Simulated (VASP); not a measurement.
# Zn2SnO3 (P-3) in VASP: further runs

The runs below take Zn2SnO3 through single point, relaxation of cell and atoms, with PBE.

Everything below comes from runs of VASP 6.6.1. Logs are shortened: lines on timing, memory, paths and dates and some standing lists are left out, and cuts for length are marked.

### 1 The cell of the first run

Symmetry: P-3, No. 147, trigonal system. The conventional cell has a = 5.538 Å, b = 5.538 Å, c = 6.281 Å, α = 90.00°, β = 90.00°, γ = 120.00°. Zn (site symmetry -3) has 6 O at 2.13 Å within 2.8 Å. Zn (site symmetry 3) has 3 O at 1.98 Å within 2.6 Å. Within 3.2 Å of Zn (site symmetry -3) lie 6 O at 2.41 Å and 2 Zn at 3.14 Å. Within 2.8 Å of Sn (site symmetry 3) lie 3 O at 2.09 Å and 1 Zn at 2.72 Å. Within 2.6 Å of O (site symmetry 1) lie 3 Zn at 1.98 to 2.41 Å and 1 Sn at 2.09 Å.

### 2 Single point, PBE

INCAR

```
ALGO = Normal ; EDIFF = 1E-6
ENCUT = 520 ; GGA = PE
ISIF = 2 ; ISMEAR = 0
LASPH = True ; LCHARG = False
LREAL = False ; LWAVE = False
NBANDS = 68 ; NELM = 80
PREC = Accurate ; SIGMA = 0.15
```

KPOINTS

```
k-points
0
Gamma
  3 3 2
```

POSCAR

```
Zn2SnO3
1.0
    5.5384565678      0.0000000000      0.0000000000
   -2.7692282839      4.7964440854      0.0000000000
    0.0000000000      0.0000000000      6.2805375356
Zn Sn O
4 2 6
Direct
    0.0000000000      0.0000000000      0.5000000000
    0.6666666667      0.3333333333      0.2748302617
    0.3333333333      0.6666666667      0.7251697383
    0.0000000000      0.0000000000      0.0000000000
    0.3333333333      0.6666666667      0.1582820004
    0.6666666667      0.3333333333      0.8417179996
    0.0054873687      0.2975402864      0.2829175547
    0.7024597136      0.7079470823      0.2829175547
    0.2920529177      0.9945126313      0.2829175547
    0.7079470823      0.0054873687      0.7170824453
    0.9945126313      0.7024597136      0.7170824453
    0.2975402864      0.2920529177      0.7170824453
```

Potentials or basis: VASP PAW PBE potentials, release 64 (Zn, Sn_d, O).

Run with:

```bash
$ cat potpaw_PBE.64/Zn/POTCAR potpaw_PBE.64/Sn_d/POTCAR potpaw_PBE.64/O/POTCAR > POTCAR
$ mpirun -np 1 vasp_std > vasp.out
```

OUTCAR:

```text
EDIFF = 1E-6
   ENCUT = 520
   GGA = PE
   ISIF = 2
   ISMEAR = 0
   LASPH = True
   LREAL = False
   NELM = 80
   PREC = Accurate

 ion  position               nearest neighbor table
   1  0.000  0.000  0.500-   7 2.13  11 2.13   8 2.13  12 2.13   9 2.13  10 2.13
   2  0.667  0.333  0.275-   7 1.98   9 1.98   8 1.98   6 2.72   5 3.28   5 3.28   5 3.28
   3  0.333  0.667  0.725-  11 1.98  10 1.98  12 1.98   5 2.72   6 3.28   6 3.28   6 3.28
   4  0.000  0.000  0.000-   7 2.41  11 2.41   8 2.41  12 2.41   9 2.41  10 2.41   5 3.35   6 3.35
                             5 3.35   6 3.35   6 3.35   5 3.35
   5  0.333  0.667  0.158-   9 2.09   7 2.09   8 2.09   3 2.72   2 3.28   2 3.28   2 3.28   4 3.35
                             4 3.35   4 3.35
   6  0.667  0.333  0.842-  10 2.09  11 2.09  12 2.09   2 2.72   3 3.28   3 3.28   3 3.28   4 3.35
                             4 3.35   4 3.35
   7  0.005  0.298  0.283-   2 1.98   5 2.09   1 2.13   4 2.41
   8  0.702  0.708  0.283-   2 1.98   5 2.09   1 2.13   4 2.41
   9  0.292  0.995  0.283-   2 1.98   5 2.09   1 2.13   4 2.41
  10  0.708  0.005  0.717-   3 1.98   6 2.09   1 2.13   4 2.41
  11  0.995  0.702  0.717-   3 1.98   6 2.09   1 2.13   4 2.41
  12  0.298  0.292  0.717-   3 1.98   6 2.09   1 2.13   4 2.41

  LATTYP: Found a hexagonal cell.
 ALAT       =     5.5384565678
 C/A-ratio  =     1.1339869617

  Lattice vectors:

 A1 = (   5.5384565678,   0.0000000000,   0.0000000000)
 A2 = (  -2.7692282839,   4.7964440854,   0.0000000000)
 A3 = (   0.0000000000,   0.0000000000,   6.2805375356)

Analysis of symmetry for initial positions (statically):
=====================================================================
 Subroutine PRICEL returns:
 Original cell was already a primitive cell.

 Routine SETGRP: Setting up the symmetry group for a
 hexagonal supercell.

 Subroutine GETGRP returns: Found  6 space group operations
 (whereof  6 operations were pure point group operations)
 out of a pool of 24 trial point group operations.

The static configuration has the point symmetry S_6 .

Analysis of symmetry for dynamics (positions and initial velocities):
=====================================================================
 Subroutine PRICEL returns:
 Original cell was already a primitive cell.

 Routine SETGRP: Setting up the symmetry group for a
 hexagonal supercell.

 Subroutine GETGRP returns: Found  6 space group operations
 (whereof  6 operations were pure point group operations)
 out of a pool of 24 trial point group operations.

The dynamic configuration has the point symmetry S_6 .

 Subroutine INISYM returns: Found  6 space group operations
 (whereof  6 operations are pure point group operations),
 and found     1 'primitive' translations

----------------------------------------------------------------------------------------

                                     Primitive cell

  volume of cell :     166.8418

  direct lattice vectors                    reciprocal lattice vectors
     5.538456568  0.000000000  0.000000000     0.180555718  0.104243892  0.000000000
    -2.769228284  4.796444085  0.000000000     0.000000000  0.208487784  0.000000000
     0.000000000  0.000000000  6.280537536     0.000000000  0.000000000  0.159222040

  length of vectors
     5.538456568  5.538456568  6.280537536     0.208487784  0.208487784  0.159222040

  position of ions in fractional coordinates (direct lattice)
     0.000000000  0.000000000  0.500000000
     0.666666667  0.333333333  0.274830262
     0.333333333  0.666666667  0.725169738
     0.000000000  0.000000000  0.000000000
     0.333333333  0.666666667  0.158282000
     0.666666667  0.333333333  0.841718000
     0.005487369  0.297540286  0.282917555
     0.702459714  0.707947082  0.282917555
     0.292052918  0.994512631  0.282917555
     0.707947082  0.005487369  0.717082445
     0.994512631  0.702459714  0.717082445
     0.297540286  0.292052918  0.717082445

  ion indices of the primitive-cell ions
   primitive index   ion index
                 1           1
                 2           2
                 3           3
                 4           4
                 5           5
                 6           6
                 7           7
                 8           8
                 9           9
                10          10
                11          11
                12          12

----------------------------------------------------------------------------------------

 KPOINTS: k-points

Automatic generation of k-mesh.
 Grid dimensions read from file:
 generate k-points for:    3    3    2

 Generating k-lattice:

  Cartesian coordinates                     Fractional coordinates (reciprocal lattice)
     0.060185239  0.034747964  0.000000000     0.333333333  0.000000000  0.000000000
     0.000000000  0.069495928  0.000000000     0.000000000  0.333333333  0.000000000
     0.000000000  0.000000000  0.079611020     0.000000000  0.000000000  0.500000000

  Length of vectors
     0.069495928  0.069495928  0.079611020

  Shift w.r.t. Gamma in fractional coordinates (k-lattice)
     0.000000000  0.000000000  0.000000000

 Subroutine IBZKPT returns following result:
 ===========================================

 Found      6 irreducible k-points:

 Following reciprocal coordinates:
            Coordinates               Weight
  0.000000  0.000000  0.000000      1.000000
  0.333333  0.000000  0.000000      6.000000
  0.333333  0.333333  0.000000      2.000000
  0.000000  0.000000  0.500000      1.000000
  0.333333  0.000000  0.500000      6.000000
  0.333333  0.333333  0.500000      2.000000
   k-points           NKPTS =      6   k-points in BZ     NKDIM =      6   number of bands    NBANDS=     68
   number of dos      NEDOS =    301   number of ions     NIONS =     12
   total plane-waves  NPLWV =  84672
   dimension x,y,z NGX =    42 NGY =   42 NGZ =   48
   dimension x,y,z NGXF=    84 NGYF=   84 NGZF=   96
   ions per type =               4   2   6
   NGX,Y,Z   is equivalent  to a cutoff of  12.61, 12.61, 12.71 a.u.
   NGXF,Y,Z  is equivalent  to a cutoff of  25.21, 25.21, 25.41 a.u.
 SYSTEM =  unknown system
   PREC   = accura    normal or accurate (medium, high low for compatibility)
   ISTART =      0    job   : 0-new  1-cont  2-samecut
   ICHARG =      2    charge: 1-file 2-atom 10-const
   ISPIN  =      1    spin polarized calculation?
   LNONCOLLINEAR =      F non collinear calculations
   LSORBIT =      F    spin-orbit coupling
   LASPH  =      T    aspherical Exc in radial PAW
   ENCUT  =  520.0 eV  38.22 Ry    6.18 a.u.  10.30 10.30 11.68*2*pi/ulx,y,z
   NELM   =     80;   NELMIN=  2; NELMDL= -5     # of ELM steps
   EDIFF  = 0.1E-05   stopping-criterion for ELM
   LREAL  =      F    real-space projection
   EDIFFG = 0.1E-04   stopping-criterion for IOM
   NSW    =      0    number of steps for IOM
   IBRION =     -1    ionic relax: 0-MD 1-quasi-New 2-CG
   NFREE  =      0    steps in history (QN), initial steepest desc. (CG)
   ISIF   =      2    stress and relaxation
   ISYM   =      2    0-nonsym 1-usesym 2-fastsym
   POTIM  = 0.5000    time-step for ionic-motion
   TEBEG  =    0.0;   TEEND  =   0.0 temperature during run
   PSTRESS=    0.0 pullay stress
   NELECT =     112.0000    total number of electrons
   NUPDOWN=      -1.0000    fix difference up-down
   EMIN   =  10.00;   EMAX   =-10.00  energy-range for DOS
   EFERMI =   0.00;   METHOD = LEGACY
   ISMEAR =     0;   SIGMA  =   0.15  broadening in eV -4-tet -1-fermi 0-gaus
   EFERMI_NEDOS =   21; number of points for ismear=-14 and -15
   IALGO  =     38    algorithm
   IMIX   =      4    mixing-type and parameters
     AMIX     =   0.40;   BMIX     =  1.00
     AMIX_MAG =   1.60;   BMIX_MAG =  1.00
  volume/ion in A,a.u.               =      13.90        93.83
  Fermi-wavevector in a.u.,A,eV,Ry     =   1.433439  2.708807 27.956531  2.054747
  Thomas-Fermi vector in A             =   2.552957
   LORBIT       =      0    0 simple, 1 ext, 2 COOP (PROOUT), +10 PAW based schemes
   GGA     = PE    functional components
   LHFCALC =     F    Hartree Fock is set to
   AEXX    =    0.0000 exact exchange contribution
   IVDW    =     0    specifies the selected vdW correction
   LEPSILON=     F    determine dielectric tensor
   LRPA    =     F    only Hartree local field effects (RPA)
 non-spin polarized calculation
 Gauss-broadening in eV      SIGMA  =   0.15
  energy-cutoff  :      520.00
  volume of cell :      166.84
 maximum number of plane-waves:      4524
 NGX is ok and might be reduce to    42
   NGX = 21   NGY = 21   NGZ = 23

 number of electron     111.9999968 magnetization

 Free energy of the ion-electron system (eV)
  ---------------------------------------------------
  ext. energy  EPLUGINS =         0.00000000
  ---------------------------------------------------
  free energy    TOTEN  =       -54.95253578 eV

  energy without entropy =      -54.95253379  energy(sigma->0) =      -54.95253478

 E-fermi :   4.2692     XC(G=0): -10.6852

 val. band max:        3.7764146905   @ k =   0.3333   0.0000   0.5000
 cond. band min:       4.7071295990   @ k =   0.0000   0.0000   0.5000
 fundamental gap:      0.9307149085
 Fermi energy:         4.2692182380

 k-point     1 :       0.0000    0.0000    0.0000
  band No.  band energies     occupation
      1     -17.2107      2.00000
      2     -17.2107      2.00000
      3     -17.2084      2.00000
      4     -17.2084      2.00000
      5     -17.0299      2.00000
      6     -17.0017      2.00000
[... 60 lines left out ...]
     67      12.6061      0.00000
     68      12.6081      0.00000
[... 353 lines left out ...]
     67      10.8168      0.00000
     68      11.1535      0.00000

------------------------ aborting loop because EDIFF is reached ----------------------------------------

  FORCE on cell =-STRESS in cart. coord.  units (eV):
  Direction    XX          YY          ZZ          XY          YZ          ZX
  --------------------------------------------------------------------------------------
  -------------------------------------------------------------------------------------
  Total        0.1292820      0.1292820     -0.0512896      0.0000006      0.0000000      0.0000000
  in kB        1.2414914      1.2414914     -0.4925327      0.0000056      0.0000000      0.0000000
  external PRESSURE =       0.6634834 kB  Pullay stress =       0.0000000 kB

 VOLUME and BASIS-vectors are now :
 -----------------------------------------------------------------------------
  energy-cutoff  :      520.00
  volume of cell :      166.84
      direct lattice vectors                 reciprocal lattice vectors
     5.538456568  0.000000000  0.000000000     0.180555718  0.104243892  0.000000000
    -2.769228284  4.796444085  0.000000000     0.000000000  0.208487784  0.000000000
     0.000000000  0.000000000  6.280537536     0.000000000  0.000000000  0.159222040

 POSITION                                       TOTAL-FORCE (eV/Angst)
 -----------------------------------------------------------------------------------
      0.00000      0.00000      3.14027        -0.000000      0.000000     -0.000000
      2.76923      1.59881      1.72608        -0.000000      0.000000     -0.071753
     -0.00000      3.19763      4.55446        -0.000000      0.000000      0.071753
      0.00000      0.00000      0.00000        -0.000000      0.000000     -0.000000
     -0.00000      3.19763      0.99410        -0.000000      0.000000     -0.104379
      2.76923      1.59881      5.28644        -0.000000     -0.000000      0.104379
     -0.79357      1.42714      1.77687        -0.041132     -0.045599     -0.047094
      1.93008      3.39563      1.77687         0.060056     -0.012822     -0.047094
     -1.13651      4.77012      1.77687        -0.018924      0.058421     -0.047094
      3.90574      0.02632      4.50366         0.018924     -0.058421      0.047094
      3.56279      3.36931      4.50366         0.041132      0.045599      0.047094
      0.83915      1.40082      4.50366        -0.060056      0.012822      0.047094
 -----------------------------------------------------------------------------------
    total drift:                                0.000000      0.000000     -0.000000

  FREE ENERGIE OF THE ION-ELECTRON SYSTEM (eV)
  ---------------------------------------------------
  free  energy   TOTEN  =       -54.9525357751 eV

  energy  without entropy=      -54.9525337942  energy(sigma->0) =      -54.95253478
```

It took 79 s on 1 thread of Intel Xeon Platinum 8488C (Sapphire Rapids), shared host; peak memory 0.29 GiB.

What came out:

```
Free energy            : -54.9525 eV
Pressure               : 0.1 GPa
Largest force          : 0.104 eV/Å
Band gap on the k mesh : 0.93 eV (least direct gap 1.07 eV)
```

Forces in eV/Å, atoms in the order of the input:
```
Zn   0.000  0.000  0.000
Zn   0.000  0.000 -0.072
Zn   0.000  0.000  0.072
Zn   0.000  0.000  0.000
Sn   0.000  0.000 -0.104
Sn   0.000  0.000  0.104
O   -0.041 -0.046 -0.047
O    0.060 -0.013 -0.047
O   -0.019  0.058 -0.047
O    0.019 -0.058  0.047
O    0.041  0.046  0.047
O   -0.060  0.013  0.047
```

Levels at points of the mesh, in eV from the valence-band top:
```
           k point  band 52  band 53  band 54  band 55  band 56  band 57  band 58  band 59  band 60  band 61
(0.00, 0.00, 0.00)    -1.75    -1.75    -1.39    -1.39    -0.15     1.40     1.85     3.71     4.08     4.08
(0.00, 0.00, 0.50)    -1.61    -1.41    -1.41    -0.78    -0.14     0.93     2.61     3.65     3.65     4.42
```

Caveat: the k points lie up to 0.50 Å⁻¹ apart; spin-orbit coupling is left out, which moves the levels of the heavy elements. A k mesh can miss the band edges.

### 3 Relaxation of cell and atoms, PBE

This run uses another cell than the first one, of 13.39 Å³/atom.

INCAR

```
ALGO = Normal
EDIFF = 1E-7
EDIFFG = -0.08
ENCUT = 600
GGA = PE
IBRION = 2
ISIF = 3
ISMEAR = 0
LASPH = True
LCHARG = False
LREAL = False
LWAVE = False
NELM = 100
NSW = 36
PREC = Accurate
SIGMA = 0.15
```

KPOINTS is that of step 2.

POSCAR

```
Zn2SnO3
1.0
    5.4800000000      0.0000000000      0.0000000000
   -2.7400000000      4.7458192100      0.0000000000
    0.0000000000      0.0000000000      6.1800000000
Zn Sn O
4 2 6
Direct
    0.0000000000      0.0000000000      0.5000000000
    0.6666666700      0.3333333300      0.3300000000
    0.3333333300      0.6666666700      0.6700000000
    0.0000000000      0.0000000000      0.0000000000
    0.3333333300      0.6666666700      0.1200000000
    0.6666666700      0.3333333300      0.8800000000
    0.0500000000      0.3001000000      0.2700000000
    0.6999000000      0.7499000000      0.2700000000
    0.2501000000      0.9500000000      0.2700000000
    0.7499000000      0.0500000000      0.7300000000
    0.9500000000      0.6999000000      0.7300000000
    0.3001000000      0.2501000000      0.7300000000
```

Potentials or basis: VASP PAW PBE potentials, release 64 (Zn, Sn_d, O).

Run with:

```bash
$ cat potpaw_PBE.64/Zn/POTCAR potpaw_PBE.64/Sn_d/POTCAR potpaw_PBE.64/O/POTCAR > POTCAR
$ mpirun -np 1 vasp_std > vasp.out
```

Run time: 22 min. Hardware: 1 thread of Intel Xeon Platinum 8488C (Sapphire Rapids), shared host; peak memory 0.39 GiB.

It converged, with:

* Free energy: -54.9548 eV
* Relaxed volume: 13.88 Å³/atom
* Relaxed cell: a = 5.532 Å, b = 5.532 Å, c = 6.284 Å, α = 90.00°, β = 90.00°, γ = 120.00°
* Space group after relaxing (to 0.1 Å): P-3 (No. 147)
* Energy gained by relaxing: 125.5 meV/atom
* Ionic steps: 20
* Pressure after relaxing: 0.3 GPa
* Largest force after relaxing: 0.070 eV/Å
* Band gap on the k mesh: 0.91 eV (least direct gap 1.05 eV)

Forces in eV/Å, atoms in the order of the input:
```
Zn   0.000  0.000  0.000
Zn   0.000  0.000 -0.021
Zn   0.000  0.000  0.021
Zn   0.000  0.000  0.000
Sn   0.000  0.000  0.068
Sn   0.000  0.000 -0.068
O    0.009  0.007  0.069
O   -0.011  0.004  0.069
O    0.002 -0.011  0.069
O   -0.002  0.011 -0.069
O   -0.009 -0.007 -0.069
O    0.011 -0.004 -0.069
```

Stress tensor (GPa, compression positive):
```
0.39 0.00 0.00
0.00 0.39 0.00
0.00 0.00 0.11
```

The path:
```tsv
step	energy change (eV)	largest force (eV/Å)	pressure (GPa)	volume (Å³)
1	0.0000	1.3706	1.09	160.72
2	-0.5567	1.0184	-1.47	162.84
3	-0.7980	1.6994	-3.54	165.22
4	-1.1233	1.0810	0.26	161.11
5	-1.1568	0.8104	2.23	159.37
6	-1.3056	0.4275	1.20	161.62
7	-1.3798	0.3964	0.18	164.81
8	-1.4148	0.2126	-0.57	165.31
9	-1.4182	0.2698	-0.87	165.52
10	-1.4362	0.2405	0.52	163.76
11	-1.4364	0.2446	0.68	163.55
12	-1.4530	0.2508	0.48	164.26
13	-1.4785	0.2600	-0.04	166.06
14	-1.4578	0.4205	-1.03	169.70
15	-1.4824	0.2588	-0.32	167.09
16	-1.4943	0.1837	-0.38	167.29
17	-1.5021	0.1092	-0.51	167.61
18	-1.5022	0.1287	-0.51	167.63
19	-1.5054	0.0887	0.01	166.93
20	-1.5058	0.0703	0.30	166.56
```

Final structure:
```yaml
crystal:
  lattice:
    - [5.53217, 0.00000, 0.00000]
    - [-2.76608, 4.79100, 0.00000]
    - [0.00000, 0.00000, 6.28437]
  atoms:
    - { symbol: Zn, position: [0.00000, 0.00000, 0.50000] }
    - { symbol: Zn, position: [0.66667, 0.33333, 0.27318] }
    - { symbol: Zn, position: [0.33333, 0.66667, 0.72682] }
    - { symbol: Zn, position: [0.00000, 0.00000, 0.00000] }
    - { symbol: Sn, position: [0.33333, 0.66667, 0.15517] }
    - { symbol: Sn, position: [0.66667, 0.33333, 0.84483] }
    - { symbol: O, position: [0.00363, 0.29460, 0.27811] }
    - { symbol: O, position: [0.70540, 0.70903, 0.27811] }
    - { symbol: O, position: [0.29097, 0.99637, 0.27811] }
    - { symbol: O, position: [0.70903, 0.00363, 0.72189] }
    - { symbol: O, position: [0.99637, 0.70540, 0.72189] }
    - { symbol: O, position: [0.29460, 0.29097, 0.72189] }
```

Levels at points of the mesh, in eV from the valence-band top:
| k point | band 54 | band 55 | band 56 | band 57 | band 58 | band 59 |
| --- | --- | --- | --- | --- | --- | --- |
| (0.00, 0.00, 0.00) | -1.41 | -1.41 | -0.14 | 1.45 | 1.78 | 3.82 |
| (0.00, 0.00, 0.50) | -1.45 | -0.85 | -0.14 | 0.91 | 2.82 | 3.65 |

Caveat: the k points lie up to 0.50 Å⁻¹ apart in the final cell; spin-orbit coupling is left out, which moves the levels of the heavy elements; the relaxation stopped at a loose force limit of 0.08 eV/Å, so its end isn't a converged minimum.
